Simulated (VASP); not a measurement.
# GdO: single point with PBE

GdO:

```
Gd O
1.0
     3.11330    0.00000    0.00000
    -1.55665    2.69620    0.00000
     0.00000    0.00000    3.03843
Gd O
1 1
Direct
  0.00000 0.00000 0.00000
  0.66667 0.33333 0.50000
```

```
Program                : VASP 6.6.1
Task                   : single point
Functional             : PBE
Potentials or basis    : VASP PAW PBE potentials, release 64 (Gd, O)
Cutoff                 : 520 eV
k mesh                 : 10 × 10 × 9
Occupations            : fermi-dirac, width 0.05 eV
Spin                   : collinear spin, ferromagnetic start
Starting moments       : [-5.69, 0.0] μB
Dipole correction      : no
Further INCAR settings : ALGO = Normal; EDIFF = 1e-06; NBANDS = 23
```

The pressure is 31.8 GPa, the net moment is -7.17 μB per cell and the site moments are Gd -6.82; O +0.02 μB. The valence electrons inside the program's atomic spheres are Gd 15.50; O 5.06.

Stress tensor (GPa, compression positive):
```
32.42  0.00  0.00
 0.00 32.42  0.00
 0.00  0.00 30.50
```

Levels at points of the mesh, in eV from the Fermi level:
Spin up:
```tsv
k point	band 5	band 6	band 7	band 8	band 9	band 10	band 11	band 12
(0.00, 0.00, 0.00)	-19.59	-5.37	-5.37	-4.48	-1.62	-0.25	0.87	0.87
(0.50, 0.00, 0.00)	-18.02	-7.05	-6.01	-4.71	-1.20	0.64	0.68	0.92
```
Spin down:
```tsv
k point	band 14	band 15	band 16	band 17	band 18	band 19
(0.00, 0.00, 0.00)	-4.17	-3.38	-2.70	0.88	3.59	3.59
(0.50, 0.00, 0.00)	-4.09	-3.48	-2.16	3.59	5.49	5.53
```

Run time: 120 s on 1 thread of AMD EPYC 9R45 (Zen 5) (shared host), peak memory 0.17 GiB.

Caveat: spin-orbit coupling is left out, which moves the levels of the heavy elements; a cell with one magnetic atom can't hold antiferromagnetic order, which such compounds often take; without U or exact exchange the open f shell lies at the Fermi level, which spoils levels, moments and volumes. The state reached can hang on the start; a lower one may exist.
